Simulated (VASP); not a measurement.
Runs of VASP 6.6.1 on Ca. The structure is that of space group Fm-3m (No. 225), or close to it. The cells are those of the table. 

```csv
task,cell,k mesh,cutoff (eV),gap on the mesh (eV),pressure (GPa),relaxed volume (Å³/atom)
single point,"a = 3.943 Å, angles 60.0°, 1 atom",6 × 6 × 6,520,none,-1.1,-
relaxation of cell and atoms,"relaxed from a = 3.943 Å, angles 60.0°, 1 atom",18 × 18 × 18,600,none,0.0,(a)
single point,"a = 3.858 Å, angles 60.0°, 1 atom",18 × 18 × 18,520,none,0.0,-
relaxation of cell and atoms,"relaxed from a = 3.858 Å, angles 60.0°, 1 atom",18 × 18 × 18,600,none,0.0,40.59
```

Alike in all rows: level PBEsol; potentials or basis VASP PAW PBE potentials, release 64 (Ca_sv); no spin polarisation; smearing gaussian 0.1 eV.

Problem. Estimate the missing entries.

Solution. (a) 40.72.

Caveats: the PAW data sets were made with another functional, which shifts forces and pressure a little.

A gap of «none» marks levels without a gap at the run's occupations.
